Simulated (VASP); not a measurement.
# CsBa in VASP: a series of runs

CsBa is run at these levels: PBE; tasks: single point, relaxation of cell and atoms.

All numbers are computed with VASP 6.6.1; they aren't measurements. Logs are shortened: lines on timing, memory, paths and dates and some standing lists are left out, and cuts for length are marked.

## Step 1: The cell of the first run

It takes space group P4/mmm (No. 123, tetragonal). The conventional cell has a = 4.936 Å, b = 4.936 Å, c = 7.013 Å, α = 90.00°, β = 90.00°, γ = 90.00°.

## Step 2: Single point, PBE

File INCAR:

```
SYSTEM = CsBa
PREC = Accurate
ENCUT = 520
EDIFF = 1E-6
ISMEAR = 0
SIGMA = 0.1
LREAL = .FALSE.
LASPH = .TRUE.
NELM = 60
ALGO = Fast
ISIF = 2
LWAVE = .FALSE.
LCHARG = .FALSE.
GGA = PE
NBANDS = 16
```

File KPOINTS:

```
Automatic mesh
0
G
  4 4 4
  0 0 0
```

File POSCAR:

```
CsBa
1.0
    4.9363695189      0.0000000000      0.0000000000
    0.0000000000      4.9363695189      0.0000000000
    0.0000000000      0.0000000000      7.0132530797
Cs Ba
1 1
Direct
    0.5000000000      0.5000000000      0.5000000000
    0.0000000000      0.0000000000      0.0000000000
```

Potentials or basis: VASP PAW PBE potentials, release 64 (Cs_sv, Ba_sv).

Started as:

```
$ cat potpaw_PBE.64/Cs_sv/POTCAR potpaw_PBE.64/Ba_sv/POTCAR > POTCAR
$ mpirun -np 1 vasp_std > vasp.out
```

OUTCAR:

```text
SYSTEM = CsBa
   PREC = Accurate
   ENCUT = 520
   EDIFF = 1E-6
   ISMEAR = 0
   LREAL = .FALSE.
   LASPH = .TRUE.
   NELM = 60
   ISIF = 2
   GGA = PE

 ion  position               nearest neighbor table
   1  0.500  0.500  0.500-
   2  0.000  0.000  0.000-

  LATTYP: Found a simple tetragonal cell.
 ALAT       =     4.9363695189
 C/A-ratio  =     1.4207309750

  Lattice vectors:

 A1 = (   4.9363695189,   0.0000000000,   0.0000000000)
 A2 = (   0.0000000000,   4.9363695189,   0.0000000000)
 A3 = (   0.0000000000,   0.0000000000,   7.0132530797)

Analysis of symmetry for initial positions (statically):
=====================================================================
 Subroutine PRICEL returns:
 Original cell was already a primitive cell.

 Routine SETGRP: Setting up the symmetry group for a
 simple tetragonal supercell.

 Subroutine GETGRP returns: Found 16 space group operations
 (whereof 16 operations were pure point group operations)
 out of a pool of 16 trial point group operations.

The static configuration has the point symmetry D_4h.

Analysis of symmetry for dynamics (positions and initial velocities):
=====================================================================
 Subroutine PRICEL returns:
 Original cell was already a primitive cell.

 Routine SETGRP: Setting up the symmetry group for a
 simple tetragonal supercell.

 Subroutine GETGRP returns: Found 16 space group operations
 (whereof 16 operations were pure point group operations)
 out of a pool of 16 trial point group operations.

The dynamic configuration has the point symmetry D_4h.

 Subroutine INISYM returns: Found 16 space group operations
 (whereof 16 operations are pure point group operations),
 and found     1 'primitive' translations

----------------------------------------------------------------------------------------

                                     Primitive cell

  volume of cell :     170.8972

  direct lattice vectors                    reciprocal lattice vectors
     4.936369519  0.000000000  0.000000000     0.202578027  0.000000000  0.000000000
     0.000000000  4.936369519  0.000000000     0.000000000  0.202578027  0.000000000
     0.000000000  0.000000000  7.013253080     0.000000000  0.000000000  0.142587183

  length of vectors
     4.936369519  4.936369519  7.013253080     0.202578027  0.202578027  0.142587183

  position of ions in fractional coordinates (direct lattice)
     0.500000000  0.500000000  0.500000000
     0.000000000  0.000000000  0.000000000

  ion indices of the primitive-cell ions
   primitive index   ion index
                 1           1
                 2           2

----------------------------------------------------------------------------------------

 KPOINTS: Automatic mesh

Automatic generation of k-mesh.
 Grid dimensions read from file:
 generate k-points for:    4    4    4

 Generating k-lattice:

  Cartesian coordinates                     Fractional coordinates (reciprocal lattice)
     0.050644507  0.000000000  0.000000000     0.250000000  0.000000000  0.000000000
     0.000000000  0.050644507  0.000000000     0.000000000  0.250000000  0.000000000
     0.000000000  0.000000000  0.035646796     0.000000000  0.000000000  0.250000000

  Length of vectors
     0.050644507  0.050644507  0.035646796

  Shift w.r.t. Gamma in fractional coordinates (k-lattice)
     0.000000000  0.000000000  0.000000000

 Subroutine IBZKPT returns following result:
 ===========================================

 Found     18 irreducible k-points:

 Following reciprocal coordinates:
            Coordinates               Weight
  0.000000  0.000000  0.000000      1.000000
  0.250000  0.000000  0.000000      4.000000
  0.500000  0.000000  0.000000      2.000000
  0.250000  0.250000  0.000000      4.000000
  0.500000  0.250000  0.000000      4.000000
  0.500000  0.500000  0.000000      1.000000
[... 10 lines left out ...]
  0.500000  0.250000  0.500000      4.000000
  0.500000  0.500000  0.500000      1.000000
   k-points           NKPTS =     18   k-points in BZ     NKDIM =     18   number of bands    NBANDS=     16
   number of dos      NEDOS =    301   number of ions     NIONS =      2
   total plane-waves  NPLWV =  86400
   dimension x,y,z NGX =    40 NGY =   40 NGZ =   54
   dimension x,y,z NGXF=    80 NGYF=   80 NGZF=  108
   ions per type =               1   1
   NGX,Y,Z   is equivalent  to a cutoff of  13.47, 13.47, 12.80 a.u.
   NGXF,Y,Z  is equivalent  to a cutoff of  26.94, 26.94, 25.60 a.u.
 SYSTEM =  CsBa
   PREC   = accura    normal or accurate (medium, high low for compatibility)
   ISTART =      0    job   : 0-new  1-cont  2-samecut
   ICHARG =      2    charge: 1-file 2-atom 10-const
   ISPIN  =      1    spin polarized calculation?
   LNONCOLLINEAR =      F non collinear calculations
   LSORBIT =      F    spin-orbit coupling
   LASPH  =      T    aspherical Exc in radial PAW
   ENCUT  =  520.0 eV  38.22 Ry    6.18 a.u.   9.18  9.18 13.04*2*pi/ulx,y,z
   NELM   =     60;   NELMIN=  2; NELMDL= -5     # of ELM steps
   EDIFF  = 0.1E-05   stopping-criterion for ELM
   LREAL  =      F    real-space projection
   EDIFFG = 0.1E-04   stopping-criterion for IOM
   NSW    =      0    number of steps for IOM
   IBRION =     -1    ionic relax: 0-MD 1-quasi-New 2-CG
   NFREE  =      0    steps in history (QN), initial steepest desc. (CG)
   ISIF   =      2    stress and relaxation
   ISYM   =      2    0-nonsym 1-usesym 2-fastsym
   POTIM  = 0.5000    time-step for ionic-motion
   TEBEG  =    0.0;   TEEND  =   0.0 temperature during run
   PSTRESS=    0.0 pullay stress
   NELECT =      19.0000    total number of electrons
   NUPDOWN=      -1.0000    fix difference up-down
   EMIN   =  10.00;   EMAX   =-10.00  energy-range for DOS
   EFERMI =   0.00;   METHOD = LEGACY
   ISMEAR =     0;   SIGMA  =   0.10  broadening in eV -4-tet -1-fermi 0-gaus
   EFERMI_NEDOS =   21; number of points for ismear=-14 and -15
   IALGO  =     68    algorithm
   IMIX   =      4    mixing-type and parameters
     AMIX     =   0.40;   BMIX     =  1.00
     AMIX_MAG =   1.60;   BMIX_MAG =  1.00
  volume/ion in A,a.u.               =      85.45       576.64
  Fermi-wavevector in a.u.,A,eV,Ry     =   0.787193  1.487579  8.431155  0.619672
  Thomas-Fermi vector in A             =   1.891884
   LORBIT       =      0    0 simple, 1 ext, 2 COOP (PROOUT), +10 PAW based schemes
   GGA     = PE    functional components
   LHFCALC =     F    Hartree Fock is set to
   AEXX    =    0.0000 exact exchange contribution
   IVDW    =     0    specifies the selected vdW correction
   LEPSILON=     F    determine dielectric tensor
   LRPA    =     F    only Hartree local field effects (RPA)
 non-spin polarized calculation
 RMM-DIIS sequential band-by-band and
 Gauss-broadening in eV      SIGMA  =   0.10
  energy-cutoff  :      520.00
  volume of cell :      170.90
 maximum number of plane-waves:      4618
 NGX is ok and might be reduce to    40
   NGX = 19   NGY = 19   NGZ = 27

 number of electron      18.9999999 magnetization

 Free energy of the ion-electron system (eV)
  ---------------------------------------------------
  ext. energy  EPLUGINS =         0.00000000
  ---------------------------------------------------
  free energy    TOTEN  =        -2.34519722 eV

  energy without entropy =       -2.32490876  energy(sigma->0) =       -2.33505299

 E-fermi :   0.8788     XC(G=0):  -6.3693

 val. band max:        0.8633277380   @ k =   0.2500   0.0000   0.2500
 cond. band min:       1.0094340490   @ k =   0.5000   0.5000   0.5000
 fundamental gap:      0.1461063110
 Fermi energy:         0.8788478574

 k-point     1 :       0.0000    0.0000    0.0000
  band No.  band energies     occupation
      1     -28.8327      2.00000
      2     -22.2620      2.00000
      3     -13.9987      2.00000
      4     -13.8947      2.00000
      5     -13.8947      2.00000
      6      -9.0862      2.00000
[... 8 lines left out ...]
     15       3.3799      0.00000
     16       3.5620      0.00000

 k-point     2 :       0.2500    0.0000    0.0000
  band No.  band energies     occupation
      1     -28.8311      2.00000
      2     -22.2579      2.00000
      3     -13.9940      2.00000
      4     -13.9371      2.00000
      5     -13.8911      2.00000
      6      -9.1242      2.00000
[... 8 lines left out ...]
     15       3.0224      0.00000
     16       3.2881      0.00000

 k-point     3 :       0.5000    0.0000    0.0000
  band No.  band energies     occupation
      1     -28.8295      2.00000
      2     -22.2537      2.00000
      3     -13.9894      2.00000
      4     -13.9788      2.00000
      5     -13.8875      2.00000
      6      -9.2237      2.00000
[... 8 lines left out ...]
     15       2.7855      0.00000
     16       3.0972      0.00000

 k-point     4 :       0.2500    0.2500    0.0000
  band No.  band energies     occupation
      1     -28.8295      2.00000
      2     -22.2537      2.00000
      3     -13.9897      2.00000
      4     -13.9336      2.00000
      5     -13.9326      2.00000
      6      -9.1159      2.00000
[... 8 lines left out ...]
     15       3.5106      0.00000
     16       3.5845      0.00000

 k-point     5 :       0.5000    0.2500    0.0000
  band No.  band energies     occupation
      1     -28.8280      2.00000
      2     -22.2495      2.00000
      3     -13.9853      2.00000
      4     -13.9745      2.00000
      5     -13.9292      2.00000
      6      -9.2077      2.00000
[... 8 lines left out ...]
     15       3.9784      0.00000
     16       4.0188      0.00000

 k-point     6 :       0.5000    0.5000    0.0000
  band No.  band energies     occupation
      1     -28.8264      2.00000
      2     -22.2454      2.00000
      3     -13.9812      2.00000
      4     -13.9702      2.00000
      5     -13.9702      2.00000
      6      -9.1916      2.00000
[... 8 lines left out ...]
     15       4.2635      0.00000
     16       4.3659      0.00000

 k-point     7 :       0.0000    0.0000    0.2500
  band No.  band energies     occupation
      1     -28.8327      2.00000
      2     -22.2621      2.00000
      3     -13.9986      2.00000
      4     -13.8946      2.00000
      5     -13.8946      2.00000
      6      -9.0935      2.00000
[... 8 lines left out ...]
     15       3.0779      0.00000
     16       3.5851      0.00000

 k-point     8 :       0.2500    0.0000    0.2500
  band No.  band energies     occupation
      1     -28.8311      2.00000
      2     -22.2579      2.00000
      3     -13.9945      2.00000
      4     -13.9372      2.00000
      5     -13.8911      2.00000
      6      -9.1230      2.00000
[... 8 lines left out ...]
     15       2.9931      0.00000
     16       3.3785      0.00000

 k-point     9 :       0.5000    0.0000    0.2500
  band No.  band energies     occupation
      1     -28.8295      2.00000
      2     -22.2536      2.00000
      3     -13.9903      2.00000
      4     -13.9792      2.00000
      5     -13.8875      2.00000
      6      -9.2207      2.00000
[... 8 lines left out ...]
     15       2.8610      0.00000
     16       3.1309      0.00000
[... 58 lines left out ...]
 k-point    13 :       0.0000    0.0000    0.5000
  band No.  band energies     occupation
      1     -28.8327      2.00000
      2     -22.2621      2.00000
      3     -13.9985      2.00000
      4     -13.8945      2.00000
      5     -13.8945      2.00000
      6      -9.1009      2.00000
[... 8 lines left out ...]
     15       2.8694      0.00000
     16       3.5068      0.00000

 k-point    14 :       0.2500    0.0000    0.5000
  band No.  band energies     occupation
      1     -28.8311      2.00000
      2     -22.2578      2.00000
      3     -13.9949      2.00000
      4     -13.9374      2.00000
      5     -13.8910      2.00000
      6      -9.1214      2.00000
[... 8 lines left out ...]
     15       2.8577      0.00000
     16       3.3378      0.00000

 k-point    15 :       0.5000    0.0000    0.5000
  band No.  band energies     occupation
      1     -28.8295      2.00000
      2     -22.2536      2.00000
      3     -13.9913      2.00000
      4     -13.9796      2.00000
      5     -13.8875      2.00000
      6      -9.2176      2.00000
[... 8 lines left out ...]
     15       2.7041      0.00000
     16       3.5003      0.00000

 k-point    16 :       0.2500    0.2500    0.5000
  band No.  band energies     occupation
      1     -28.8295      2.00000
      2     -22.2537      2.00000
      3     -13.9908      2.00000
      4     -13.9340      2.00000
      5     -13.9324      2.00000
      6      -9.1126      2.00000
[... 8 lines left out ...]
     15       2.5627      0.00000
     16       4.1207      0.00000

 k-point    17 :       0.5000    0.2500    0.5000
  band No.  band energies     occupation
      1     -28.8280      2.00000
      2     -22.2495      2.00000
      3     -13.9868      2.00000
      4     -13.9747      2.00000
      5     -13.9290      2.00000
      6      -9.2059      2.00000
[... 8 lines left out ...]
     15       2.4579      0.00000
     16       4.1748      0.00000

 k-point    18 :       0.5000    0.5000    0.5000
  band No.  band energies     occupation
      1     -28.8264      2.00000
      2     -22.2453      2.00000
      3     -13.9824      2.00000
      4     -13.9698      2.00000
      5     -13.9698      2.00000
      6      -9.1941      2.00000
[... 8 lines left out ...]
     15       2.3267      0.00000
     16       3.8251      0.00000

------------------------ aborting loop because EDIFF is reached ----------------------------------------

  FORCE on cell =-STRESS in cart. coord.  units (eV):
  Direction    XX          YY          ZZ          XY          YZ          ZX
  --------------------------------------------------------------------------------------
  -------------------------------------------------------------------------------------
  Total       -0.1134245     -0.1134245      0.0557718      0.0000000     -0.0000000     -0.0000000
  in kB       -1.0633660     -1.0633660      0.5228658      0.0000000     -0.0000000     -0.0000000
  external PRESSURE =      -0.5346221 kB  Pullay stress =       0.0000000 kB

 VOLUME and BASIS-vectors are now :
 -----------------------------------------------------------------------------
  energy-cutoff  :      520.00
  volume of cell :      170.90
      direct lattice vectors                 reciprocal lattice vectors
     4.936369519  0.000000000  0.000000000     0.202578027  0.000000000  0.000000000
     0.000000000  4.936369519  0.000000000     0.000000000  0.202578027  0.000000000
     0.000000000  0.000000000  7.013253080     0.000000000  0.000000000  0.142587183

 POSITION                                       TOTAL-FORCE (eV/Angst)
 -----------------------------------------------------------------------------------
      2.46818      2.46818      3.50663         0.000000      0.000000      0.000000
      0.00000      0.00000      0.00000         0.000000      0.000000      0.000000
 -----------------------------------------------------------------------------------
    total drift:                                0.000000      0.000000     -0.000000

  FREE ENERGIE OF THE ION-ELECTRON SYSTEM (eV)
  ---------------------------------------------------
  free  energy   TOTEN  =        -2.3451972214 eV

  energy  without entropy=       -2.3249087579  energy(sigma->0) =       -2.33505299
```

Run time: 27 s. Hardware: 1 thread of Intel Xeon 6975P-C (Granite Rapids), shared host; peak memory 0.29 GiB.

What came out:

| Quantity | Value |
| --- | --- |
| Free energy | -2.3452 eV |
| Pressure | -0.1 GPa |
| Band gap on the k mesh | zero (an odd number of electrons rules out a gap without spin polarisation) |

Caveat: spin-orbit coupling is left out, which moves the levels of the heavy elements.

## Step 3: Relaxation of cell and atoms, PBE

This run uses another cell than the first one, of 43.50 Å³/atom.

File INCAR:

```
SYSTEM = CsBa
  PREC = Accurate
  ENCUT = 600
  EDIFF = 1E-6
  ISMEAR = 0
  SIGMA = 0.1
  LREAL = .FALSE.
  LASPH = .TRUE.
  NELM = 100
  ALGO = Normal
  ISIF = 3
  LWAVE = .FALSE.
  LCHARG = .FALSE.
  GGA = PE
  IBRION = 2
  NSW = 90
  EDIFFG = -0.04
```

File KPOINTS:

```
regular mesh
0
G
  4 4 4
  0 0 0
```

File POSCAR:

```
CsBa
1.0
    4.0487956158      0.0000000000      0.0000000000
    0.0000000000      4.0487956158      0.0000000000
    0.0000000000      0.0000000000      5.3068142535
Cs Ba
1 1
Direct
    0.5000000000      0.5000000000      0.5000000000
    0.0000000000      0.0000000000      0.0000000000
```

Potentials or basis: VASP PAW PBE potentials, release 64 (Cs_sv, Ba_sv).

Started as:

```
$ cat potpaw_PBE.64/Cs_sv/POTCAR potpaw_PBE.64/Ba_sv/POTCAR > POTCAR
$ mpirun -np 1 vasp_std > vasp.out
```

Wall time 52 s (1 thread of Intel Xeon 6975P-C (Granite Rapids), shared host); peak memory 0.22 GiB.

The run converged. Its results:

```yaml
Free_energy: -2.3471 eV
Relaxed_volume: 82.61 Å³/atom
Relaxed_cell: a = 4.701 Å, b = 4.701 Å, c = 7.475 Å, α = 90.00°, β = 90.00°, γ = 90.00°
Space_group_after_relaxing_to_0.1_Å: P4/mmm (No. 123)
Energy_gained_by_relaxing: 500.9 meV/atom
Ionic_steps: 9
Pressure_after_relaxing: 0.0 GPa
Band_gap_on_the_k_mesh: zero (an odd number of electrons rules out a gap without spin polarisation)
```

Step by step:
| step | energy change (eV) | largest force (eV/Å) | pressure (GPa) | volume (Å³) |
| --- | --- | --- | --- | --- |
| 1 | 0.0000 | 0.0000 | 5.63 | 86.99 |
| 2 | -0.5230 | 0.0000 | 2.91 | 107.70 |
| 3 | -0.9615 | 0.0000 | 0.53 | 151.95 |
| 4 | -0.9884 | 0.0000 | -0.03 | 170.09 |
| 5 | -0.9884 | 0.0000 | 0.02 | 168.06 |
| 6 | -0.9895 | 0.0000 | 0.02 | 168.00 |
| 7 | -0.9926 | 0.0000 | 0.02 | 167.77 |
| 8 | -0.9977 | 0.0000 | 0.03 | 167.14 |
| 9 | -1.0017 | 0.0000 | 0.05 | 165.22 |

Final structure:
```
Cs Ba
1.0
     4.70122    0.00000    0.00000
     0.00000    4.70122    0.00000
     0.00000    0.00000    7.47539
Cs Ba
1 1
Direct
  0.50000 0.50000 0.50000
  0.00000 0.00000 0.00000
```

Levels at points of the mesh, in eV from the Fermi level:
```csv
k point,band 6,band 7,band 8,band 9,band 10,band 11,band 12,band 13
"(0.00, 0.00, 0.00)",-10.03,-9.93,-9.93,-2.24,-0.32,0.31,2.03,2.03
"(0.50, 0.00, 0.00)",-10.23,-10.00,-9.90,-0.50,-0.09,0.54,0.81,1.13
"(0.50, 0.50, 0.00)",-10.18,-10.18,-9.96,-0.33,-0.07,0.36,0.36,1.98
"(0.00, 0.00, 0.50)",-10.04,-9.93,-9.93,-1.60,-0.96,0.41,1.05,1.92
"(0.50, 0.00, 0.50)",-10.23,-9.99,-9.90,-0.67,-0.29,0.74,1.11,1.20
"(0.50, 0.50, 0.50)",-10.19,-10.19,-9.96,-0.03,0.63,0.78,0.78,1.28
```

Caveat: the k points lie up to 0.33 Å⁻¹ apart in the final cell, too coarse for converged energies and pressures of a metal; the volume moved by over 15 % at a fixed basis, so the end points are rough; spin-orbit coupling is left out, which moves the levels of the heavy elements.

(Part 1 of 2 ends here.)
